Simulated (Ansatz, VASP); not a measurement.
# WS2: VASP beside Ansatz

INCAR

```
SYSTEM = WS2
PREC     = Accurate       ! precision mode
ENCUT    = 520            ! plane-wave cutoff, eV
EDIFF    = 1E-6           ! SCF threshold, eV
ISMEAR   = 0              ! smearing method
SIGMA    = 0.05           ! smearing width, eV
LREAL    = .FALSE.        ! projectors in reciprocal space
LASPH    = .TRUE.         ! aspherical terms in the spheres
NELM     = 100            ! most SCF steps
ALGO     = Normal         ! electronic algorithm
ISIF     = 2              ! what is computed and relaxed
LWAVE    = .FALSE.        ! write WAVECAR
LCHARG   = .FALSE.        ! write CHGCAR
GGA      = PS             ! functional
NBANDS   = 35             ! bands
```

The input KPOINTS:

```
Automatic mesh
0
G
  12 12 2
  0 0 0
```

The input POSCAR:

```
WS2
1.0
    3.1458813836      0.0000000000      0.0000000000
   -1.5729406918      2.7244131955      0.0000000000
    0.0000000000      0.0000000000     23.5674572586
W S
2 4
Direct
    0.3333333333      0.6666666667      0.6345758579
    0.6666666667      0.3333333333      0.3654241421
    0.3333333333      0.6666666667      0.2989469828
    0.6666666667      0.3333333333      0.5680493466
    0.3333333333      0.6666666667      0.4319506534
    0.6666666667      0.3333333333      0.7010530172
```

Input for Ansatz:

```yaml
crystal:
  lattice:
    - [3.1458813836, 0.0, 0.0]
    - [-1.5729406918, 2.7244131955, 0.0]
    - [0.0, 0.0, 23.5674572586]
  atoms:
    - { symbol: W, position: [0.3333333333, 0.6666666667, 0.6345758579] }
    - { symbol: W, position: [0.6666666667, 0.3333333333, 0.3654241421] }
    - { symbol: S, position: [0.3333333333, 0.6666666667, 0.2989469828] }
    - { symbol: S, position: [0.6666666667, 0.3333333333, 0.5680493466] }
    - { symbol: S, position: [0.3333333333, 0.6666666667, 0.4319506534] }
    - { symbol: S, position: [0.6666666667, 0.3333333333, 0.7010530172] }
basis:
  ecutwfc: 420
kpoints:
  mp_grid: { grid: [12, 12, 2] }
hamiltonian:
  xc: pbesol
scf:
  occupations: { method: gaussian, width: 0.05 }
output:
  forces: true
  stress: true
  eigenvalues: true
  write_density: true
  write_potential: true
  elf: true
  volumetric_format: npy
```

Alike in both runs: task single point; functional PBEsol; k mesh 12 × 12 × 2; occupations gaussian, width 0.05 eV; no spin polarisation.

|  | VASP | Ansatz |
| --- | --- | --- |
| version | VASP 6.6.1 | Ansatz 0.2.0 |
| potentials or method | VASP PAW PBE potentials, release 64 (W_sv, S), cutoff 520 eV | scalar-relativistic, plane waves, PAW |
| valence electrons in the cell | 52 | 52 |

VASP gave:

* gap on the k mesh at the Fermi level (eV): 1.54
* least direct gap on the mesh (eV): 1.91
* rms of the force components (eV/Å): 0.010

Q: Which values does Ansatz return?

A: gap on the k mesh at the Fermi level (eV): 1.52; least direct gap on the mesh (eV): 1.90; rms of the force components (eV/Å): 0.001.

VASP's potentials were made for PBE, not for PBEsol. Atom by atom the forces differ by 0.010 eV/Å (rms over components). Ansatz's warnings: xc potential rough in thin density.

Spin-orbit coupling is off throughout.
